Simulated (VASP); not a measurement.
Wanted: the native input for a VASP 6.6.1 run.

* Task: single point
* Functional: PBE
* Potentials or basis: VASP PAW PBE potentials, release 64 (Ba_sv, Zn, F_h)
* Cutoff: 1350 eV
* k mesh: 4 × 4 × 4
* Occupations: gaussian, width 0.1 eV
* Spin: no spin polarisation
* Dipole correction: no
* Further INCAR settings: ALGO = Normal; EDIFF = 1e-06; NBANDS = 48

The structure of BaZn2F6 lies in POSCAR:

```
BaZn2F6
1.0
    0.0000000000      3.9929297800      3.9929297800
    3.9929297800      0.0000000000      3.9929297800
    3.9929297800      3.9929297800      0.0000000000
Ba Zn F
1 2 6
Direct
    0.0000000000      0.0000000000      0.0000000000
    0.2500000000      0.2500000000      0.2500000000
    0.7500000000      0.7500000000      0.7500000000
    0.7619999900      0.2380000100      0.2380000100
    0.2380000100      0.7619999900      0.2380000100
    0.2380000100      0.7619999900      0.7619999900
    0.7619999900      0.2380000100      0.7619999900
    0.2380000100      0.2380000100      0.7619999900
    0.7619999900      0.7619999900      0.2380000100
```

The cell was generated, and may not be a known phase.

One way to write it, as run:

INCAR

```
PREC = Accurate ; ENCUT = 1350
EDIFF = 1E-6 ; ISMEAR = 0
SIGMA = 0.1 ; LREAL = False
LASPH = True ; NELM = 120
ALGO = Normal ; ISIF = 2
LWAVE = False ; LCHARG = False
GGA = PE ; NBANDS = 48
GGA_COMPAT = False
```

KPOINTS

```
regular mesh
0
Gamma
  4 4 4
```

Potentials or basis: VASP PAW PBE potentials, release 64 (Ba_sv, Zn, F_h).

Command:

```sh
$ cat potpaw_PBE.64/Ba_sv/POTCAR potpaw_PBE.64/Zn/POTCAR potpaw_PBE.64/F_h/POTCAR > POTCAR
$ mpirun -np 1 vasp_std > vasp.out
```

It gave:

| Item | Value |
| --- | --- |
| Pressure | 57.6 GPa |
| Largest force | 11.400 eV/Å |
| Band gap on the k mesh | zero (bands 38 and 39 overlap by 0.36 eV) |

Caveat: the cell stands under pressure; semilocal functionals underestimate gaps, and a narrow one can read as zero; spin-orbit coupling is left out, which moves the levels of the heavy elements; forces of over 1 eV/Å act on the atoms, so gaps and moduli don't describe the material at rest.

Wall time 8.9 min on 1 thread of Intel(R) Xeon(R) Platinum 8259CL CPU @ 2.50GHz (Skylake/Cascade Lake) (shared host), peak memory 0.77 GiB.
